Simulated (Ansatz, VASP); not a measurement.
# Two plane-wave programs on Tl

```xyz
1
Lattice="0.0000 2.4112 2.4112 2.4112 0.0000 2.4112 2.4112 2.4112 0.0000" Properties=species:S:1:pos:R:3 pbc="T T T"
Tl    0.0000    0.0000    0.0000
```

Alike in both runs: task relaxation of cell and atoms; functional r2SCAN; k mesh 11 × 11 × 11; occupations fermi-dirac, width 0.1 eV; no spin polarisation.

```csv
,VASP,Ansatz
version,VASP 6.6.1,Ansatz 0.2.0
potentials or method,"VASP PAW PBE potentials, release 64 (Tl_d), cutoff 600 eV","plane waves (500 eV) with PAW, scalar-relativistic"
valence electrons in the cell,13,13
```

VASP gave:

| Item | Value |
| --- | --- |
| relaxed volume (Å³/atom) | 29.95 |
| relaxed cell length with the largest relative difference (Å) | 3.486 |

Which values does Ansatz return?

Relaxed volume (Å³/atom): 29.90; relaxed cell length with the largest relative difference (Å): 3.484.

VASP's potentials were made for PBE, not for r2SCAN.

Spin-orbit coupling is off throughout.
